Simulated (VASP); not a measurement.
# GaN (F-43m) in VASP: a series of runs

The runs below take GaN through relaxation of cell and atoms, single point, with PBEsol.

All numbers are computed with VASP 6.6.1; they aren't measurements. Logs are shortened: lines on timing, memory, paths and dates and some standing lists are left out, and cuts for length are marked.

## 1. The cell of the first run

Symmetry: F-43m, No. 216, cubic system. The conventional cell has a = 4.498 Å, b = 4.498 Å, c = 4.498 Å, α = 90.00°, β = 90.00°, γ = 90.00°. Within 2.6 Å of Ga (site symmetry -43m) lie 4 N at 1.95 Å. N (site symmetry -43m) has 4 Ga at 1.95 Å within 2.6 Å.

## 2. Relaxation of cell and atoms, PBEsol, target pressure 15 GPa, at which the enthalpy is minimised

The input, INCAR:

```
SYSTEM = GaN
ALGO     = Normal         ! electronic algorithm
EDIFF    = 1E-6           ! SCF threshold, eV
EDIFFG   = -0.002         ! ionic threshold
ENCUT    = 600            ! plane-wave cutoff, eV
GGA      = PS             ! functional
IBRION   = 2              ! ionic algorithm
ISIF     = 3              ! what is computed and relaxed
ISMEAR   = 0              ! smearing method
LASPH    = .TRUE.         ! aspherical terms in the spheres
LCHARG   = .FALSE.        ! write CHGCAR
LREAL    = .FALSE.        ! projectors in reciprocal space
LWAVE    = .FALSE.        ! write WAVECAR
NELM     = 60             ! most SCF steps
NSW      = 100            ! ionic steps
PREC     = Accurate       ! precision mode
PSTRESS  = 150.0        
SIGMA    = 0.01           ! smearing width, eV
```

The input, KPOINTS:

```
k-points
0
G
  10 10 10
  0 0 0
```

The input, POSCAR:

```
GaN
1.0
    2.2491372718      2.2491372718      0.0000000000
   -2.2491372718      2.2491372718      0.0000000000
    0.0000000000      2.2491372718      2.2491372718
Ga N
1 1
Direct
    0.0000000000      0.0000000000      0.0000000000
    0.2500000000      0.7500000000      0.5000000000
```

Potentials or basis: VASP PAW PBE potentials, release 64 (Ga_d, N).

Started as:

```
> cat potpaw_PBE.64/Ga_d/POTCAR potpaw_PBE.64/N/POTCAR > POTCAR
> mpirun -np 1 vasp_std > vasp.out
```

OUTCAR:

```text
SYSTEM = GaN
   EDIFF = 1E-6
   EDIFFG = -0.002
   ENCUT = 600
   GGA = PS
   IBRION = 2
   ISIF = 3
   ISMEAR = 0
   LASPH = .TRUE.
   LREAL = .FALSE.
   NELM = 60
   NSW = 100
   PREC = Accurate
   PSTRESS = 150.0

 ion  position               nearest neighbor table
   1  0.000  0.000  0.000-   2 1.95   2 1.95   2 1.95   2 1.95
   2  0.250  0.750  0.500-   1 1.95   1 1.95   1 1.95   1 1.95

  LATTYP: Found a face centered cubic cell.
 ALAT       =     4.4982745436

  Lattice vectors:

 A1 = (   0.0000000000,   2.2491372718,   2.2491372718)
 A2 = (   2.2491372718,   0.0000000000,   2.2491372718)
 A3 = (   2.2491372718,   2.2491372718,   0.0000000000)

Analysis of symmetry for initial positions (statically):
=====================================================================
 Subroutine PRICEL returns:
 Original cell was already a primitive cell.

 Routine SETGRP: Setting up the symmetry group for a
 face centered cubic supercell.

 Subroutine GETGRP returns: Found 24 space group operations
 (whereof 24 operations were pure point group operations)
 out of a pool of 48 trial point group operations.

The static configuration has the point symmetry T_d .

Analysis of symmetry for dynamics (positions and initial velocities):
=====================================================================
 Subroutine PRICEL returns:
 Original cell was already a primitive cell.

 Routine SETGRP: Setting up the symmetry group for a
 face centered cubic supercell.

 Subroutine GETGRP returns: Found 24 space group operations
 (whereof 24 operations were pure point group operations)
 out of a pool of 48 trial point group operations.

The dynamic configuration has the point symmetry T_d .

 Subroutine INISYM returns: Found 24 space group operations
 (whereof 24 operations are pure point group operations),
 and found     1 'primitive' translations

----------------------------------------------------------------------------------------

                                     Primitive cell

  volume of cell :      22.7551

  direct lattice vectors                    reciprocal lattice vectors
     2.249137272  2.249137272  0.000000000     0.222307463  0.222307463 -0.222307463
    -2.249137272  2.249137272  0.000000000    -0.222307463  0.222307463 -0.222307463
     0.000000000  2.249137272  2.249137272     0.000000000  0.000000000  0.444614925

  length of vectors
     3.180760433  3.180760433  3.180760433     0.385047820  0.385047820  0.444614925

  position of ions in fractional coordinates (direct lattice)
     0.000000000  0.000000000  0.000000000
     0.250000000  0.750000000  0.500000000

  ion indices of the primitive-cell ions
   primitive index   ion index
                 1           1
                 2           2

----------------------------------------------------------------------------------------

 KPOINTS: k-points

Automatic generation of k-mesh.
 Grid dimensions read from file:
 generate k-points for:   10   10   10

 Generating k-lattice:

  Cartesian coordinates                     Fractional coordinates (reciprocal lattice)
     0.022230746  0.022230746 -0.022230746     0.100000000  0.000000000  0.000000000
    -0.022230746  0.022230746 -0.022230746     0.000000000  0.100000000  0.000000000
     0.000000000  0.000000000  0.044461493     0.000000000  0.000000000  0.100000000

  Length of vectors
     0.038504782  0.038504782  0.044461493

  Shift w.r.t. Gamma in fractional coordinates (k-lattice)
     0.000000000  0.000000000  0.000000000

 Subroutine IBZKPT returns following result:
 ===========================================

 Found     47 irreducible k-points:

 Following reciprocal coordinates:
            Coordinates               Weight
  0.000000  0.000000  0.000000      1.000000
  0.100000  0.000000  0.000000      8.000000
  0.200000  0.000000  0.000000      8.000000
  0.300000  0.000000  0.000000      8.000000
  0.400000  0.000000  0.000000      8.000000
  0.500000  0.000000  0.000000      4.000000
[... 16 lines left out ...]
  0.300000  0.300000  0.000000     12.000000
  0.400000  0.300000  0.000000     24.000000
 [... further k-points ...]
   k-points           NKPTS =     47   k-points in BZ     NKDIM =     47   number of bands    NBANDS=     13
   number of dos      NEDOS =    301   number of ions     NIONS =      2
   total plane-waves  NPLWV =  21952
   dimension x,y,z NGX =    28 NGY =   28 NGZ =   28
   dimension x,y,z NGXF=    56 NGYF=   56 NGZF=   56
   ions per type =               1   1
   NGX,Y,Z   is equivalent  to a cutoff of  14.63, 14.63, 14.63 a.u.
   NGXF,Y,Z  is equivalent  to a cutoff of  29.27, 29.27, 29.27 a.u.
 SYSTEM =  GaN
   PREC   = accura    normal or accurate (medium, high low for compatibility)
   ISTART =      0    job   : 0-new  1-cont  2-samecut
   ICHARG =      2    charge: 1-file 2-atom 10-const
   ISPIN  =      1    spin polarized calculation?
   LNONCOLLINEAR =      F non collinear calculations
   LSORBIT =      F    spin-orbit coupling
   LASPH  =      T    aspherical Exc in radial PAW
   ENCUT  =  600.0 eV  44.10 Ry    6.64 a.u.   6.35  6.35  6.35*2*pi/ulx,y,z
   NELM   =     60;   NELMIN=  2; NELMDL= -5     # of ELM steps
   EDIFF  = 0.1E-05   stopping-criterion for ELM
   LREAL  =      F    real-space projection
   EDIFFG = -.2E-02   stopping-criterion for IOM
   NSW    =    100    number of steps for IOM
   IBRION =      2    ionic relax: 0-MD 1-quasi-New 2-CG
   NFREE  =      1    steps in history (QN), initial steepest desc. (CG)
   ISIF   =      3    stress and relaxation
   ISYM   =      2    0-nonsym 1-usesym 2-fastsym
   POTIM  = 0.5000    time-step for ionic-motion
   TEBEG  =    0.0;   TEEND  =   0.0 temperature during run
   PSTRESS=  150.0 pullay stress
   NELECT =      18.0000    total number of electrons
   NUPDOWN=      -1.0000    fix difference up-down
   EMIN   =  10.00;   EMAX   =-10.00  energy-range for DOS
   EFERMI =   0.00;   METHOD = LEGACY
   ISMEAR =     0;   SIGMA  =   0.01  broadening in eV -4-tet -1-fermi 0-gaus
   EFERMI_NEDOS =   21; number of points for ismear=-14 and -15
   IALGO  =     38    algorithm
   IMIX   =      4    mixing-type and parameters
     AMIX     =   0.40;   BMIX     =  1.00
     AMIX_MAG =   1.60;   BMIX_MAG =  1.00
  volume/ion in A,a.u.               =      11.38        76.78
  Fermi-wavevector in a.u.,A,eV,Ry     =   1.514048  2.861136 31.189206  2.292342
  Thomas-Fermi vector in A             =   2.623758
   LORBIT       =      0    0 simple, 1 ext, 2 COOP (PROOUT), +10 PAW based schemes
   GGA     = PS    functional components
   LHFCALC =     F    Hartree Fock is set to
   AEXX    =    0.0000 exact exchange contribution
   IVDW    =     0    specifies the selected vdW correction
   LEPSILON=     F    determine dielectric tensor
   LRPA    =     F    only Hartree local field effects (RPA)
 conjugate gradient relaxation of ions
 non-spin polarized calculation
 Gauss-broadening in eV      SIGMA  =   0.01
  energy-cutoff  :      600.00
  volume of cell :       22.76
 maximum number of plane-waves:       769
 NGX is ok and might be reduce to    28
   NGX = 13   NGY = 13   NGZ = 13

--------------------------------------- Ionic step        1  -------------------------------------------

 number of electron      18.0000005 magnetization

 Free energy of the ion-electron system (eV)
  ---------------------------------------------------
  ext. energy  EPLUGINS =         0.00000000
  ---------------------------------------------------
  free energy    TOTEN  =       -13.12425474 eV

  energy without entropy =      -13.12425474  energy(sigma->0) =      -13.12425474

------------------------ aborting loop because EDIFF is reached ----------------------------------------

  FORCE on cell =-STRESS in cart. coord.  units (eV):
  Direction    XX          YY          ZZ          XY          YZ          ZX
  --------------------------------------------------------------------------------------
  -------------------------------------------------------------------------------------
  Total       -0.0614779     -0.0614779     -0.0614779      0.0000000      0.0000000     -0.0000000
  in kB       -4.3286449     -4.3286449     -4.3286449      0.0000000      0.0000000     -0.0000000
  external PRESSURE =    -154.3286449 kB  Pullay stress =     150.0000000 kB
[... 97 lines left out ...]
  energy  without entropy=      -13.0613311145  energy(sigma->0) =      -13.06133111

  enthalpy is  TOTEN    =       -11.0731565238 eV   P V=        1.9881745907

[... ionic steps 4 to 14 ...]

--------------------------------------- Ionic step       15  -------------------------------------------

 number of electron      17.9999997 magnetization

------------------------ aborting loop because EDIFF is reached ----------------------------------------
[... 71 lines left out ...]
--------------------------------------- Ionic step       17  -------------------------------------------

 number of electron      17.9999997 magnetization

 Free energy of the ion-electron system (eV)
  ---------------------------------------------------
  ext. energy  EPLUGINS =         0.00000000
  ---------------------------------------------------
  free energy    TOTEN  =       -13.05777631 eV

  energy without entropy =      -13.05777631  energy(sigma->0) =      -13.05777631

 E-fermi :   6.1081     XC(G=0): -12.3200

 val. band max:        6.0237475518   @ k =   0.0000   0.0000   0.0000
 cond. band min:       8.1970884811   @ k =   0.0000   0.0000   0.0000
 fundamental gap:      2.1733409293
 Fermi energy:         6.1080647854

 k-point     1 :       0.0000    0.0000    0.0000
  band No.  band energies     occupation
      1     -10.6039      2.00000
      2      -7.4773      2.00000
      3      -7.4773      2.00000
      4      -7.4773      2.00000
      5      -7.0649      2.00000
      6      -7.0649      2.00000
      7       6.0237      2.00000
      8       6.0237      2.00000
      9       6.0237      2.00000
     10       8.1971      0.00000
     11      16.7053      0.00000
     12      16.7053      0.00000
     13      16.7053      0.00000
[... 354 lines left out ...]
  band No.  band energies     occupation
      1      -9.2097      2.00000
      2      -7.3445      2.00000
      3      -7.1908      2.00000
      4      -7.1384      2.00000
      5      -7.0254      2.00000
      6      -5.2543      2.00000
      7      -0.4239      2.00000
      8       1.5559      2.00000
      9       3.8726      2.00000
     10      11.5711      0.00000
     11      14.4243      0.00000
     12      17.0700      0.00000
     13      18.9071      0.00000

 [... further k-points ...]

------------------------ aborting loop because EDIFF is reached ----------------------------------------

  FORCE on cell =-STRESS in cart. coord.  units (eV):
  Direction    XX          YY          ZZ          XY          YZ          ZX
  --------------------------------------------------------------------------------------
  -------------------------------------------------------------------------------------
  Total        1.9838804      1.9838804      1.9838804      0.0000000      0.0000000      0.0000000
  in kB      149.9473006    149.9473006    149.9473006      0.0000000      0.0000000      0.0000000
  external PRESSURE =      -0.0526994 kB  Pullay stress =     150.0000000 kB
[... 21 lines left out ...]
  energy  without entropy=      -13.0577763086  energy(sigma->0) =      -13.05777631

  enthalpy is  TOTEN    =       -11.0731987005 eV   P V=        1.9845776080

 reached required accuracy - stopping structural energy minimisation
```

It took 97 s on 1 thread of Intel Xeon 8259CL, shared host; peak memory 0.15 GiB.

Results:

```
Free energy                                                : -13.0578 eV
Relaxed volume                                             : 10.60 Å³/atom
Relaxed cell                                               : a = 3.106 Å, b = 3.106 Å, c = 3.106 Å, α = 60.00°, β = 60.00°, γ = 90.00°
Space group after relaxing (to 0.1 Å)                      : F-43m (No. 216)
Energy change on relaxing (the run minimises the enthalpy) : +33.2 meV/atom
Ionic steps                                                : 17
Pressure after relaxing                                    : 15.0 GPa
Band gap on the k mesh                                     : 2.17 eV
```

Step by step:
| step | energy change (eV) | largest force (eV/Å) | pressure (GPa) | volume (Å³) |
| --- | --- | --- | --- | --- |
| 1 | 0.0000 | 0.0000 | -0.43 | 22.76 |
| 2 | 0.3919 | 0.0000 | 42.94 | 19.33 |
| 3 | 0.0629 | 0.0000 | 16.01 | 21.24 |
| 4 | 0.0554 | 0.0000 | 13.47 | 21.32 |
| 5 | 0.0599 | 0.0000 | 14.26 | 21.27 |
| 6 | 0.0604 | 0.0000 | 14.25 | 21.26 |
| 7 | 0.0620 | 0.0000 | 14.50 | 21.25 |
| 8 | 0.0621 | 0.0000 | 14.47 | 21.25 |
| 9 | 0.0623 | 0.0000 | 14.59 | 21.24 |
| 10 | 0.0626 | 0.0000 | 14.70 | 21.24 |
| 11 | 0.0633 | 0.0000 | 14.61 | 21.23 |
| 12 | 0.0648 | 0.0000 | 14.85 | 21.22 |
| 13 | 0.0677 | 0.0000 | 15.24 | 21.18 |
| 14 | 0.0659 | 0.0000 | 14.94 | 21.20 |
| 15 | 0.0666 | 0.0000 | 15.03 | 21.20 |
| 16 | 0.0663 | 0.0000 | 14.93 | 21.20 |
| 17 | 0.0665 | 0.0000 | 14.99 | 21.20 |

Final structure:
```
Ga N
1.0
     2.19661    2.19661    0.00000
    -2.19661    2.19661    0.00000
     0.00000    2.19661    2.19661
Ga N
1 1
Direct
  0.00000 0.00000 0.00000
  0.25000 0.75000 0.50000
```

Levels at points of the mesh, in eV from the valence-band top:
| k point | band 6 | band 7 | band 8 | band 9 | band 10 | band 11 | band 12 | band 13 |
| --- | --- | --- | --- | --- | --- | --- | --- | --- |
| (0.00, 0.00, 0.00) | -13.09 | 0.00 | 0.00 | 0.00 | 2.17 | 10.68 | 10.68 | 10.68 |
| (0.50, 0.00, 0.00) | -11.83 | -7.65 | -1.08 | -1.08 | 5.09 | 9.01 | 10.66 | 10.66 |
| (0.50, 0.50, 0.00) | -11.42 | -6.51 | -3.02 | -3.02 | 3.24 | 6.99 | 12.15 | 14.70 |

Caveat: the cell is relaxed towards a set pressure, so the run minimises the enthalpy, not the energy; the PAW data sets were made with another functional, which shifts forces and pressure a little.

## 3. Relaxation of cell and atoms, PBEsol

This run uses another cell than the first one, of 11.44 Å³/atom.

The input, INCAR:

```
SYSTEM = GaN
PREC = Accurate
ENCUT = 600
EDIFF = 1E-7
ISMEAR = -1
SIGMA = 0.1
LREAL = .False.
LASPH = .True.
NELM = 60
ALGO = Normal
ISIF = 3
LWAVE = .False.
LCHARG = .False.
GGA = PS
IBRION = 2
NSW = 100
EDIFFG = -0.002
```

The input, KPOINTS:

```
Automatic mesh
0
Gamma
  14 14 14
  0 0 0
```

The input, POSCAR:

```
GaN
1.0
    2.2535006075      2.2535006075      0.0000000000
   -2.2535006075      2.2535006075      0.0000000000
    0.0000000000      2.2535006075      2.2535006075
Ga N
1 1
Direct
    0.0000000000      0.0000000000      0.0000000000
    0.2500000000      0.7500000000      0.5000000000
```

Potentials or basis: VASP PAW PBE potentials, release 64 (Ga_d, N).

Started as:

```
> cat potpaw_PBE.64/Ga_d/POTCAR potpaw_PBE.64/N/POTCAR > POTCAR
> mpirun -np 1 vasp_std > vasp.out
```

Run time: 1.9 min. Hardware: 1 thread of Intel Xeon 8259CL, shared host; peak memory 0.17 GiB.

The run converged. Its results:

- Free energy: -13.1246 eV
- Relaxed volume: 11.35 Å³/atom
- Relaxed cell: a = 3.179 Å, b = 3.179 Å, c = 3.179 Å, α = 60.00°, β = 60.00°, γ = 90.00°
- Space group after relaxing (to 0.1 Å): F-43m (No. 216)
- Energy gained by relaxing: 0.4 meV/atom
- Ionic steps: 7
- Pressure after relaxing: 0.0 GPa
- Band gap on the k mesh: 1.73 eV

Step by step:
| step | energy change (eV) | largest force (eV/Å) | pressure (GPa) | volume (Å³) |
| --- | --- | --- | --- | --- |
| 1 | 0.0000 | 0.0000 | -1.50 | 22.89 |
| 2 | -0.0001 | 0.0000 | 1.43 | 22.54 |
| 3 | -0.0008 | 0.0000 | -0.17 | 22.71 |
| 4 | -0.0008 | 0.0000 | 0.17 | 22.69 |
| 5 | -0.0008 | 0.0000 | 0.06 | 22.70 |
| 6 | -0.0008 | 0.0000 | 0.03 | 22.70 |
| 7 | -0.0008 | 0.0000 | -0.03 | 22.71 |

Final structure:
```
Ga N
1.0
     2.24761    2.24761    0.00000
    -2.24761    2.24761    0.00000
     0.00000    2.24761    2.24761
Ga N
1 1
Direct
  0.00000 0.00000 0.00000
  0.25000 0.75000 0.50000
```

Levels at points of the mesh, in eV from the valence-band top:
```tsv
k point	band 5	band 6	band 7	band 8	band 9	band 10	band 11	band 12	band 13
(0.00, 0.00, 0.00)	-13.08	-13.08	0.00	0.00	0.00	1.73	10.25	10.25	10.25
(0.50, 0.00, 0.00)	-13.03	-11.83	-7.17	-0.99	-0.99	4.62	8.67	10.30	10.30
(0.50, 0.50, 0.00)	-13.00	-11.40	-6.21	-2.76	-2.76	3.23	6.61	11.63	13.96
```

Caveat: the PAW data sets were made with another functional, which shifts forces and pressure a little.

## 4. Single point, PBEsol, non-collinear spin, zero start, spin-orbit coupling

This run uses another cell than the first one, of 10.62 Å³/atom.

The input, INCAR:

```
SYSTEM = GaN
PREC = Accurate
ENCUT = 520
EDIFF = 1E-6
ISMEAR = 0
SIGMA = 0.01
LREAL = .False.
LASPH = .True.
NELM = 150
ALGO = Normal
ISIF = 2
LWAVE = .False.
LCHARG = .False.
MAGMOM = 0 0 0 0 0 0
LORBIT = 11
LSORBIT = .True.
GGA_COMPAT = .False.
LORBMOM = .True.
GGA = PS
NBANDS = 30
```

The input, KPOINTS:

```
Automatic mesh
0
Gamma
  10 10 10
  0 0 0
```

The input, POSCAR:

```
GaN
1.0
    2.1982346483      2.1982346483      0.0000000000
   -2.1982346483      2.1982346483      0.0000000000
    0.0000000000      2.1982346483      2.1982346483
Ga N
1 1
Direct
    0.0000000000      0.0000000000      0.0000000000
    0.2500000000      0.7500000000      0.5000000000
```

Started as:

```
> cat potpaw_PBE.64/Ga_d/POTCAR potpaw_PBE.64/N/POTCAR > POTCAR
> mpirun -np 1 vasp_ncl > vasp.out
```

Wall time 89 s (1 thread of Intel Xeon 8259CL, shared host); peak memory 0.21 GiB.

Results (log left out):

```
Free energy                                           : -13.0633 eV
Pressure                                              : 14.7 GPa
Net moment                                            : 0.00 μB per cell
Valence electrons inside the program's atomic spheres : Ga 12.03; N 3.78
```

Moments on the atoms (μB; x, y, z):
```
Ga  0.00 0.00 0.00
N   0.00 0.00 0.00
```

Caveat: the cell stands under pressure; the PAW data sets were made with another functional, which shifts forces and pressure a little.

## 5. Single point, PBEsol, non-collinear spin, zero start, spin-orbit coupling

This run uses another cell than the first one, of 10.84 Å³/atom.

The input, INCAR:

```
SYSTEM = GaN
PREC = Accurate ; ENCUT = 520
EDIFF = 1E-6 ; ISMEAR = 0
SIGMA = 0.01 ; LREAL = .FALSE.
LASPH = .TRUE. ; NELM = 150
ALGO = Normal ; ISIF = 2
LWAVE = .FALSE. ; LCHARG = .FALSE.
MAGMOM = 0 0 0 0 0 0 ; LORBIT = 11
LSORBIT = .TRUE. ; GGA_COMPAT = .FALSE.
LORBMOM = .TRUE. ; GGA = PS
NBANDS = 30
```

The input, KPOINTS:

```
regular mesh
0
G
  10 10 10
  0 0 0
```

The input, POSCAR:

```
GaN
1.0
    2.2134801970      2.2134801970      0.0000000000
   -2.2134801970      2.2134801970      0.0000000000
    0.0000000000      2.2134801970      2.2134801970
Ga N
1 1
Direct
    0.0000000000      0.0000000000      0.0000000000
    0.2500000000      0.7500000000      0.5000000000
```

Started as:

```
> cat potpaw_PBE.64/Ga_d/POTCAR potpaw_PBE.64/N/POTCAR > POTCAR
> mpirun -np 1 vasp_ncl > vasp.out
```

Wall time 93 s (1 thread of Intel Xeon 8259CL, shared host); peak memory 0.21 GiB.

It converged, with:

```yaml
Free_energy: -13.0973 eV
Pressure: 9.7 GPa
Net_moment: 0.00 μB per cell
Valence_electrons_inside_the_program's_atomic_spheres: Ga 11.99; N 3.76
```

Moments on the atoms (μB; x, y, z):
```
Ga  0.00 0.00 0.00
N   0.00 0.00 0.00
```

Caveat: the cell stands under pressure; the PAW data sets were made with another functional, which shifts forces and pressure a little.

(Part 1 of 2 ends here.)
